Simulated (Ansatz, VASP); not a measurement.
## H in VASP and in Ansatz

```
H
1.0
    -1.85255    1.85255    2.28556
     1.85255   -1.85255    2.28556
     1.85719    1.85719   -2.28556
H
2
Direct
  0.91789 0.91789 0.00000
  0.08211 0.08211 0.00000
```

Change from the starting cell: strain +0.0025 x Voigt [0, 0, 0, 0, 0, 1], atoms carried along.

Alike in both runs: task single point; functional PBE; k mesh 8 × 8 × 8; occupations gaussian, width 0.05 eV; no spin polarisation.

|  | VASP | Ansatz |
| --- | --- | --- |
| version | VASP 6.6.1 | Ansatz 0.2.0 |
| potentials or method | VASP PAW PBE potentials, release 64 (H), cutoff 520 eV | scalar-relativistic, plane waves, PAW |
| valence electrons in the cell | 2 | 2 |

```tsv
	VASP	Ansatz	Ansatz less VASP
gap on the k mesh at the Fermi level (eV)	9.28	9.27	0.000
least direct gap on the mesh (eV)	9.75	9.75	-0.001
pressure (GPa)	-0.2	0.0	+0.16
rms of the force components (eV/Å)	0.005	0.001	-0.0036
```

Atom by atom the forces differ by 0.006 eV/Å (rms over components). With one functional, cell and mesh, what is left measures potentials, basis and numerics.
